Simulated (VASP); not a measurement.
Here is a VASP 6.6.1 calculation.

File INCAR:

```
ALGO = Normal
EDIFF = 1E-6
ENCUT = 600
GGA = PE
GGA_COMPAT = F
ISIF = 2
ISMEAR = -1
LASPH = T
LCHARG = F
LREAL = F
LWAVE = F
NBANDS = 24
NELM = 120
PREC = Accurate
SIGMA = 0.02
```

The input KPOINTS:

```
k-points
0
Gamma
  8 8 8
```

File POSCAR:

```
CdF2
1.0
    0.0000000000      2.6941776810      2.8321195783
    2.6941776810      0.0000000000      2.8321195783
    2.6941776810      2.6941776810      0.0000000000
Cd F
1 2
Direct
    0.0000000000      0.0000000000      0.0000000000
    0.2500000000      0.2500000000      0.2500000000
    0.7500000000      0.7500000000      0.7500000000
```

Potentials or basis: VASP PAW PBE potentials, release 64 (Cd_sv_GW, F).

Launch:

```console
$ cat potpaw_PBE.64/Cd_sv_GW/POTCAR potpaw_PBE.64/F/POTCAR > POTCAR
$ mpirun -np 1 vasp_std > vasp.out
```

(1) What does it give for the pressure?

(2) What does it give for the band gap on the k mesh?

Answers

(1) -0.7 GPa.

(2) 2.83 eV (least direct gap 3.36 eV).

Caveat: the cell differs from its parent crystal (uniaxial z strain +5.1%).
